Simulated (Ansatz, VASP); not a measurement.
**Bi: VASP beside Ansatz**

The input INCAR:

```
ALGO = Fast
EDIFF = 1E-6
ENCUT = 520
ISIF = 2
ISMEAR = 0
LASPH = T
LCHARG = F
LREAL = F
LWAVE = F
NBANDS = 14
NELM = 100
PREC = Accurate
SIGMA = 0.15
```

KPOINTS

```
k-points
0
Gamma
  18 18 18
```

File POSCAR:

```
Bi
1.0
   -2.1963177659      1.9871446453      1.9871446453
    1.9871446453     -2.1963177659      1.9871446453
    1.9871446453      1.9871446453     -2.1963177659
Bi
1
Direct
    0.0000000000      0.0000000000      0.0000000000
```

Input for Ansatz:

```yaml
crystal:
  lattice:
    - [-2.1963177659, 1.9871446453, 1.9871446453]
    - [1.9871446453, -2.1963177659, 1.9871446453]
    - [1.9871446453, 1.9871446453, -2.1963177659]
  atoms:
    - { symbol: Bi, position: [0.0, 0.0, 0.0] }
basis:
  ecutwfc: 420
kpoints:
  mp_grid: { grid: [18, 18, 18] }
hamiltonian:
  xc: lda
scf:
  occupations: { method: gaussian, width: 0.15 }
output:
  forces: true
  stress: true
  eigenvalues: true
```

Alike in both runs: task single point; functional LDA; k mesh 18 × 18 × 18; occupations gaussian, width 0.15 eV; no spin polarisation.

```csv
,VASP,Ansatz
version,VASP 6.6.1,Ansatz 0.2.0
potentials or method,"VASP PAW LDA potentials, release 64 (Bi_d), cutoff 520 eV","scalar-relativistic, plane waves, PAW"
valence electrons in the cell,15,15
```

Ansatz gave:

| Property | Result |
| --- | --- |
| gap on the k mesh at the Fermi level (eV) | none |
| pressure (GPa) | -1.4 |
| traceless stress, the component that is largest in VASP (GPa) | 4.00 |

Question: Which values does VASP return?

Answer: gap on the k mesh at the Fermi level (eV): none; pressure (GPa): -1.3; traceless stress, the component that is largest in VASP (GPa): 4.04.

LDA's correlation is that of Perdew and Zunger in VASP and of Perdew and Wang (1992) in Ansatz. A gap of «none» marks a metal or a gap that the smearing closes.

Spin-orbit coupling is off throughout.
